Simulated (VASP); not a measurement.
Write the native input for VASP 6.6.1 that does the following.

* Task: relaxation of cell and atoms
* Functional: PBE
* Potentials or basis: VASP PAW PBE potentials, release 64 (Pr_3, H, Rh_pv), 4f in core
* Cutoff: 500 eV
* k mesh: 4 × 4 × 4
* Occupations: gaussian, width 0.2 eV
* Spin: no spin polarisation
* Dipole correction: no
* Further INCAR settings: ALGO = Normal; EDIFF = 1e-07; IBRION = 2; EDIFFG = -0.08; NSW = 36; ISIF = 3

The structure of PrHRh3 lies in POSCAR:

```
PrHRh3
1.0
    2.8894588000     -2.8974295800      0.0000000000
    2.8894588000      2.8974295800      0.0000000000
    0.0000000000      0.0000000000      4.0945274200
Pr H Rh
1 1 3
Direct
    0.5000000000      0.5000000000      0.5000000000
    0.0000000000      0.0000000000      0.0000000000
    0.0000000000      0.0000000000      0.5000000000
    0.5000000000      0.0000000000      0.0000000000
    0.0000000000      0.5000000000      0.0000000000
```

The cell was generated, and may not be a known phase.

The input as run:

INCAR

```
ALGO = Normal ; EDIFF = 1E-7
EDIFFG = -0.08 ; ENCUT = 500
GGA = PE ; GGA_COMPAT = F
IBRION = 2 ; ISIF = 3
ISMEAR = 0 ; LASPH = T
LCHARG = F ; LMAXMIX = 6
LREAL = F ; LWAVE = F
NELM = 200 ; NELMIN = 4
NSW = 36 ; PREC = Accurate
SIGMA = 0.2
```

KPOINTS

```
k-points
0
Gamma
  4 4 4
```

Potentials or basis: VASP PAW PBE potentials, release 64 (Pr_3, H, Rh_pv), 4f in core.

Launch:

```console
$ cat potpaw_PBE.64/Pr_3/POTCAR potpaw_PBE.64/H/POTCAR potpaw_PBE.64/Rh_pv/POTCAR > POTCAR
$ mpirun -np 1 vasp_std > vasp.out
```

It gave:

The relaxed volume is 14.48 Å³/atom and the relaxed cell is a = 4.167 Å, b = 4.167 Å, c = 4.169 Å, α = 90.00°, β = 90.00°, γ = 90.09°. The space group after relaxing (to 0.1 Å) is Pm-3m (No. 221), the energy gained by relaxing is 20.8 meV/atom and the ionic steps are 3. The pressure after relaxing is -0.1 GPa. The band gap on the k mesh is zero (an odd number of electrons rules out a gap without spin polarisation).

Caveat: the k points lie up to 0.38 Å⁻¹ apart in the final cell, too coarse for converged energies and pressures of a metal; spin-orbit coupling is left out, which moves the levels of the heavy elements; the 4f electrons are frozen in the core, so they carry no moment and show no levels.

It took 85 s on 1 thread of Intel(R) Xeon(R) 6975P-C (Granite Rapids) (shared host), peak memory 0.2 GiB.
